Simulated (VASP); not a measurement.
Here is a VASP 6.6.1 calculation.

Contents of INCAR:

```
SYSTEM = TaN
ALGO     = Normal         ! electronic algorithm
EDIFF    = 1E-6           ! SCF threshold, eV
ENCUT    = 520            ! plane-wave cutoff, eV
GGA      = PE             ! functional
ISIF     = 2              ! what is computed and relaxed
ISMEAR   = 0              ! smearing method
LASPH    = .True.         ! aspherical terms in the spheres
LCHARG   = .True.         ! write CHGCAR
LELF     = .True.         ! ELF
LREAL    = .False.        ! projectors in reciprocal space
LVHAR    = .True.       
LWAVE    = .False.        ! write WAVECAR
NBANDS   = 15             ! bands
NELM     = 100            ! most SCF steps
PREC     = Accurate       ! precision mode
SIGMA    = 0.15           ! smearing width, eV
```

The input KPOINTS:

```
k-points
0
Gamma
  18 18 18
  0 0 0
```

Contents of POSCAR:

```
TaN
1.0
    0.0000000000      2.1245250000      2.1245250000
    2.1245250000      0.0000000000      2.1245250000
    2.1245250000      2.1245250000      0.0000000000
Ta N
1 1
Direct
    0.5000000000      0.5000000000      0.5000000000
    0.0000000000      0.0000000000      0.0000000000
```

Potentials or basis: VASP PAW PBE potentials, release 64 (Ta_pv, N).

Launch:

```bash
$ cat potpaw_PBE.64/Ta_pv/POTCAR potpaw_PBE.64/N/POTCAR > POTCAR
$ mpirun -np 1 vasp_std > vasp.out
```

Question: Estimate the pressure.

Answer: 51.0 GPa.

Question: What does it give for the band gap on the k mesh?

Answer: Zero (bands 8 and 9 overlap by 4.66 eV).

Caveat: the cell differs from its parent crystal (strain -0.025 along x and y, -0.025 along z); the cell stands under pressure; spin-orbit coupling is left out, which moves the levels of the heavy elements.
